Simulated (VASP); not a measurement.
Runs of VASP 6.6.1 on ZrN. The structure is that of space group Fm-3m (No. 225), or close to it. The cells are those of the table. 

```tsv
task	level	potentials or basis	spin	cell	cutoff (eV)	gap on the mesh (eV)	pressure (GPa)
electric field gradients	LDA	VASP PAW LDA potentials, release 64 (Zr_sv, N)	off	a = 3.230 Å, angles 60.0°, 2 atoms	520	none	-7.0
electric field gradients	PBE	VASP PAW PBE potentials, release 64 (Zr_sv, N)	non-collinear, zero start, SOC	a = 3.230 Å, angles 60.0°, 2 atoms	520	-	(a)
single point	PBE	VASP PAW PBE potentials, release 64 (Zr_sv, N)	off	a = 3.230 Å, angles 60.0°, 2 atoms	600	none	4.6
electric field gradients	PBE	VASP PAW PBE potentials, release 64 (Zr_sv, N)	off	a = 3.262 Å, angles 60.0°, 2 atoms	520	none	(b)
electric field gradients	PBE	VASP PAW PBE potentials, release 64 (Zr_sv, N)	off	a = 3.198 Å, angles 60.0°, 2 atoms	520	none	13.4
```

Alike in all rows: k mesh 9 × 9 × 9; smearing fermi-dirac 0.01 eV.

Q: Estimate the missing entries.

A: (a) 4.7; (b) -2.8.

Caveats: the cell stands under pressure (at least some runs); the cell stands under tension (at least some runs).

A k mesh can miss the band edges, and rows without SOC leave out spin-orbit coupling on Zr.

A gap of «none» marks levels without a gap at the run's occupations.
